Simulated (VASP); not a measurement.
# Cd3C (Pm-3m) in VASP: further runs, part 3 of 3

VASP 6.6.1. Earlier steps stand in the parts before.

### 6 Relaxation of cell and atoms, PBE

INCAR

```
SYSTEM = Cd3C
PREC = Accurate ; ENCUT = 600
EDIFF = 1E-7 ; ISMEAR = 0
SIGMA = 0.1 ; LREAL = .False.
LASPH = .True. ; NELM = 120
ALGO = Normal ; ISIF = 3
LWAVE = .False. ; LCHARG = .False.
GGA = PE ; IBRION = 2
NSW = 100 ; EDIFFG = -0.01
GGA_COMPAT = .False. ; NELMIN = 4
```

KPOINTS

```
Automatic mesh
0
Gamma
  12 12 12
  0 0 0
```

POSCAR

```
Cd3C
1.0
    4.2608049762      0.0000000000      0.0000000000
    0.0000000000      4.2608049762      0.0000000000
    0.0000000000      0.0000000000      4.2608049762
Cd C
3 1
Direct
    0.0000000000      0.5000000000      0.5000000000
    0.5000000000      0.0000000000      0.5000000000
    0.5000000000      0.5000000000      0.0000000000
    0.0000000000      0.0000000000      0.0000000000
```

Potentials or basis: VASP PAW PBE potentials, release 64 (Cd, C).

Started as:

```bash
> cat potpaw_PBE.64/Cd/POTCAR potpaw_PBE.64/C/POTCAR > POTCAR
> mpirun -np 1 vasp_std > vasp.out
```

OUTCAR:

```text
SYSTEM = Cd3C
   PREC = Accurate
   ENCUT = 600
   EDIFF = 1E-7
   ISMEAR = 0
   LREAL = .False.
   LASPH = .True.
   NELM = 120
   ISIF = 3
   GGA = PE
   IBRION = 2
   NSW = 100
   EDIFFG = -0.01
   NELMIN = 4

 ion  position               nearest neighbor table
   1  0.000  0.500  0.500-   2 3.01   3 3.01   3 3.01   2 3.01   2 3.01   3 3.01   3 3.01   2 3.01

   2  0.500  0.000  0.500-   1 3.01   3 3.01   3 3.01   1 3.01   3 3.01   3 3.01   1 3.01   1 3.01

   3  0.500  0.500  0.000-   1 3.01   2 3.01   1 3.01   2 3.01   2 3.01   2 3.01   1 3.01   1 3.01

   4  0.000  0.000  0.000-

  LATTYP: Found a simple cubic cell.
 ALAT       =     4.2608049762

  Lattice vectors:

 A1 = (   4.2608049762,   0.0000000000,   0.0000000000)
 A2 = (   0.0000000000,   4.2608049762,   0.0000000000)
 A3 = (   0.0000000000,   0.0000000000,   4.2608049762)

Analysis of symmetry for initial positions (statically):
=====================================================================
 Subroutine PRICEL returns:
 Original cell was already a primitive cell.

 Routine SETGRP: Setting up the symmetry group for a
 simple cubic supercell.

 Subroutine GETGRP returns: Found 48 space group operations
 (whereof 48 operations were pure point group operations)
 out of a pool of 48 trial point group operations.

The static configuration has the point symmetry O_h .

Analysis of symmetry for dynamics (positions and initial velocities):
=====================================================================
 Subroutine PRICEL returns:
 Original cell was already a primitive cell.

 Routine SETGRP: Setting up the symmetry group for a
 simple cubic supercell.

 Subroutine GETGRP returns: Found 48 space group operations
 (whereof 48 operations were pure point group operations)
 out of a pool of 48 trial point group operations.

The dynamic configuration has the point symmetry O_h .

 Subroutine INISYM returns: Found 48 space group operations
 (whereof 48 operations are pure point group operations),
 and found     1 'primitive' translations

----------------------------------------------------------------------------------------

                                     Primitive cell

  volume of cell :      77.3526

  direct lattice vectors                    reciprocal lattice vectors
     4.260804976  0.000000000  0.000000000     0.234697435  0.000000000  0.000000000
     0.000000000  4.260804976  0.000000000     0.000000000  0.234697435  0.000000000
     0.000000000  0.000000000  4.260804976     0.000000000  0.000000000  0.234697435

  length of vectors
     4.260804976  4.260804976  4.260804976     0.234697435  0.234697435  0.234697435

  position of ions in fractional coordinates (direct lattice)
     0.000000000  0.500000000  0.500000000
     0.500000000  0.000000000  0.500000000
     0.500000000  0.500000000  0.000000000
     0.000000000  0.000000000  0.000000000

  ion indices of the primitive-cell ions
   primitive index   ion index
                 1           1
                 2           2
[... 26 lines left out ...]

 Found     84 irreducible k-points:

 Following reciprocal coordinates:
            Coordinates               Weight
  0.000000  0.000000  0.000000      1.000000
  0.083333  0.000000  0.000000      6.000000
  0.166667  0.000000  0.000000      6.000000
  0.250000  0.000000  0.000000      6.000000
  0.333333  0.000000  0.000000      6.000000
  0.416667  0.000000  0.000000      6.000000
[... 16 lines left out ...]
  0.333333  0.333333  0.000000     12.000000
  0.416667  0.333333  0.000000     24.000000
 [... further k-points ...]
   k-points           NKPTS =     84   k-points in BZ     NKDIM =     84   number of bands    NBANDS=     24
   number of dos      NEDOS =    301   number of ions     NIONS =      4
   total plane-waves  NPLWV =  46656
   dimension x,y,z NGX =    36 NGY =   36 NGZ =   36
   dimension x,y,z NGXF=    72 NGYF=   72 NGZF=   72
   ions per type =               3   1
   NGX,Y,Z   is equivalent  to a cutoff of  14.05, 14.05, 14.05 a.u.
   NGXF,Y,Z  is equivalent  to a cutoff of  28.09, 28.09, 28.09 a.u.
 SYSTEM =  Cd3C
   PREC   = accura    normal or accurate (medium, high low for compatibility)
   ISTART =      0    job   : 0-new  1-cont  2-samecut
   ICHARG =      2    charge: 1-file 2-atom 10-const
   ISPIN  =      1    spin polarized calculation?
   LNONCOLLINEAR =      F non collinear calculations
   LSORBIT =      F    spin-orbit coupling
   LASPH  =      T    aspherical Exc in radial PAW
   ENCUT  =  600.0 eV  44.10 Ry    6.64 a.u.   8.51  8.51  8.51*2*pi/ulx,y,z
   NELM   =    120;   NELMIN=  4; NELMDL= -5     # of ELM steps
   EDIFF  = 0.1E-06   stopping-criterion for ELM
   LREAL  =      F    real-space projection
   EDIFFG = -.1E-01   stopping-criterion for IOM
   NSW    =    100    number of steps for IOM
   IBRION =      2    ionic relax: 0-MD 1-quasi-New 2-CG
   NFREE  =      1    steps in history (QN), initial steepest desc. (CG)
   ISIF   =      3    stress and relaxation
   ISYM   =      2    0-nonsym 1-usesym 2-fastsym
   POTIM  = 0.5000    time-step for ionic-motion
   TEBEG  =    0.0;   TEEND  =   0.0 temperature during run
   PSTRESS=    0.0 pullay stress
   NELECT =      40.0000    total number of electrons
   NUPDOWN=      -1.0000    fix difference up-down
   EMIN   =  10.00;   EMAX   =-10.00  energy-range for DOS
   EFERMI =   0.00;   METHOD = LEGACY
   ISMEAR =     0;   SIGMA  =   0.10  broadening in eV -4-tet -1-fermi 0-gaus
   EFERMI_NEDOS =   21; number of points for ismear=-14 and -15
   IALGO  =     38    algorithm
   IMIX   =      4    mixing-type and parameters
     AMIX     =   0.40;   BMIX     =  1.00
     AMIX_MAG =   1.60;   BMIX_MAG =  1.00
  volume/ion in A,a.u.               =      19.34       130.50
  Fermi-wavevector in a.u.,A,eV,Ry     =   1.314024  2.483145 23.492609  1.726658
  Thomas-Fermi vector in A             =   2.444305
   LORBIT       =      0    0 simple, 1 ext, 2 COOP (PROOUT), +10 PAW based schemes
   GGA     = PE    functional components
   LHFCALC =     F    Hartree Fock is set to
   AEXX    =    0.0000 exact exchange contribution
   IVDW    =     0    specifies the selected vdW correction
   LEPSILON=     F    determine dielectric tensor
   LRPA    =     F    only Hartree local field effects (RPA)
 conjugate gradient relaxation of ions
 non-spin polarized calculation
 Gauss-broadening in eV      SIGMA  =   0.10
  energy-cutoff  :      600.00
  volume of cell :       77.35
 maximum number of plane-waves:      2612
 NGX is ok and might be reduce to    36
   NGX = 17   NGY = 17   NGZ = 17

--------------------------------------- Ionic step        1  -------------------------------------------

 number of electron      40.0000012 magnetization

 Free energy of the ion-electron system (eV)
  ---------------------------------------------------
  ext. energy  EPLUGINS =         0.00000000
  ---------------------------------------------------
  free energy    TOTEN  =        -6.54202127 eV

  energy without entropy =       -6.53397594  energy(sigma->0) =       -6.53799860

------------------------ aborting loop because EDIFF is reached ----------------------------------------

  FORCE on cell =-STRESS in cart. coord.  units (eV):
  Direction    XX          YY          ZZ          XY          YZ          ZX
  --------------------------------------------------------------------------------------
  -------------------------------------------------------------------------------------
  Total       -1.7258926     -1.7258926     -1.7258926     -0.0000000      0.0000000     -0.0000000
  in kB      -35.7478049    -35.7478049    -35.7478049     -0.0000000      0.0000000     -0.0000000
  external PRESSURE =     -35.7478049 kB  Pullay stress =       0.0000000 kB
[... 63 lines left out ...]
--------------------------------------- Ionic step        3  -------------------------------------------

 number of electron      40.0000013 magnetization

 Free energy of the ion-electron system (eV)
  ---------------------------------------------------
  ext. energy  EPLUGINS =         0.00000000
  ---------------------------------------------------
  free energy    TOTEN  =        -6.59528521 eV

  energy without entropy =       -6.58875349  energy(sigma->0) =       -6.59201935

 E-fermi :   3.0083     XC(G=0): -11.1804

 val. band max:        2.9676386612   @ k =   0.2500   0.2500   0.0833
 cond. band min:       3.0147572729   @ k =   0.3333   0.1667   0.0833
 fundamental gap:      0.0471186117
 Fermi energy:         3.0083131327

 k-point     1 :       0.0000    0.0000    0.0000
  band No.  band energies     occupation
      1      -7.7242      2.00000
      2      -7.2826      2.00000
      3      -6.9004      2.00000
      4      -6.9004      2.00000
      5      -6.9004      2.00000
      6      -6.4493      2.00000
[... 637 lines left out ...]
     23       6.5020      0.00000
     24       6.9699      0.00000

 [... further k-points ...]
[... 5 lines left out ...]
  --------------------------------------------------------------------------------------
  -------------------------------------------------------------------------------------
  Total        0.0013068      0.0013068      0.0013068      0.0000000      0.0000000     -0.0000000
  in kB        0.0287296      0.0287296      0.0287296      0.0000000      0.0000000     -0.0000000
  external PRESSURE =       0.0287296 kB  Pullay stress =       0.0000000 kB
[... 19 lines left out ...]
  FREE ENERGIE OF THE ION-ELECTRON SYSTEM (eV)
  ---------------------------------------------------
  free  energy   TOTEN  =        -6.5952852094 eV

  energy  without entropy=       -6.5887534856  energy(sigma->0) =       -6.59201935

 reached required accuracy - stopping structural energy minimisation
```

OSZICAR:

```text
N       E                     dE             d eps       ncg     rms          rms(c)
DAV:   1     0.314929250111E+03    0.31493E+03   -0.23193E+04  4032   0.185E+03
[... 27 lines left out ...]
DAV:   1    -0.660081468595E+01   -0.57353E-02   -0.12073E-01  4136   0.399E+00    0.546E-01
DAV:   2    -0.659580198953E+01    0.50127E-02   -0.15738E-02  4448   0.157E+00    0.187E-01
DAV:   3    -0.659539099020E+01    0.41100E-03   -0.16621E-03  4680   0.293E-01    0.140E-01
DAV:   4    -0.659532941442E+01    0.61576E-04   -0.28819E-04  4712   0.782E-02    0.994E-02
DAV:   5    -0.659528547622E+01    0.43938E-04   -0.80900E-05  4688   0.480E-02    0.634E-03
DAV:   6    -0.659528519399E+01    0.28223E-06   -0.54758E-06  4072   0.219E-02    0.318E-03
DAV:   7    -0.659528520944E+01   -0.15448E-07   -0.44719E-07  4096   0.652E-03
   3 F= -.65952852E+01 E0= -.65920193E+01  d E =-.532639E-01
```

CONTCAR:

```text
Cd3C
   1.00000000000000
     4.1769869109953452    0.0000000000000000   -0.0000000000000000
    -0.0000000000000000    4.1769869109953452   -0.0000000000000000
     0.0000000000000000    0.0000000000000000    4.1769869109953452
  Cd              C
     3     1
Direct
     0.0000000000000000    0.5000000000000000    0.5000000000000000
     0.5000000000000000    0.0000000000000000    0.5000000000000000
     0.5000000000000000    0.5000000000000000    0.0000000000000000
     0.0000000000000000    0.0000000000000000    0.0000000000000000

  0.00000000E+00  0.00000000E+00  0.00000000E+00
  0.00000000E+00  0.00000000E+00  0.00000000E+00
  0.00000000E+00  0.00000000E+00  0.00000000E+00
  0.00000000E+00  0.00000000E+00  0.00000000E+00
```

It took 4.2 min on 1 thread of Intel Xeon Platinum 8259CL at 2.50GHz (Skylake/Cascade Lake), shared host; peak memory 0.32 GiB.

Results:

```
Free energy                           : -6.5953 eV
Relaxed volume                        : 18.22 Å³/atom
Relaxed cell                          : a = 4.177 Å, b = 4.177 Å, c = 4.177 Å, α = 90.00°, β = 90.00°, γ = 90.00°
Space group after relaxing (to 0.1 Å) : Pm-3m (No. 221)
Energy gained by relaxing             : 13.3 meV/atom
Ionic steps                           : 3
Pressure after relaxing               : 0.0 GPa
Band gap on the k mesh                : zero (bands 20 and 21 overlap by 1.19 eV)
```

The path:
| step | energy change (eV) | largest force (eV/Å) | pressure (GPa) | volume (Å³) |
| --- | --- | --- | --- | --- |
| 1 | 0.0000 | 0.0000 | -3.57 | 77.35 |
| 2 | -0.0531 | 0.0000 | 0.25 | 72.62 |
| 3 | -0.0533 | 0.0000 | 0.00 | 72.88 |

Final structure:
```
Cd C
1.0
     4.17699    0.00000    0.00000
     0.00000    4.17699    0.00000
     0.00000    0.00000    4.17699
Cd C
3 1
Direct
  0.00000 0.50000 0.50000
  0.50000 0.00000 0.50000
  0.50000 0.50000 0.00000
  0.00000 0.00000 0.00000
```

### 7 Overview

| task | cell | k mesh | gap on the mesh (eV) | pressure (GPa) | relaxed volume (Å³/atom) |
| --- | --- | --- | --- | --- | --- |
| single point | a = 4.261 Å, 4 atoms | 4 × 4 × 4 | none | -3.2 | - |
| single point | a = 4.171 Å, 4 atoms | 12 × 12 × 12 | none | 0.3 | - |
| relaxation of cell and atoms | relaxed from a = 4.171 Å, 4 atoms | 12 × 12 × 12 | none | -0.1 | 18.24 |
| relaxation of cell and atoms | relaxed from a = 4.261 Å, 4 atoms | 12 × 12 × 12 | none | 0.0 | 18.22 |

Alike in all rows: level PBE; potentials or basis VASP PAW PBE potentials, release 64 (Cd, C); no spin polarisation; cutoff (eV) 600; smearing gaussian 0.1 eV.

Caveats: some runs use coarse meshes.

Total energies depend on the potentials used, so only differences within one code and one set of settings carry meaning.

The gap in the log of VASP goes by the Fermi energy; the results here count the filled bands.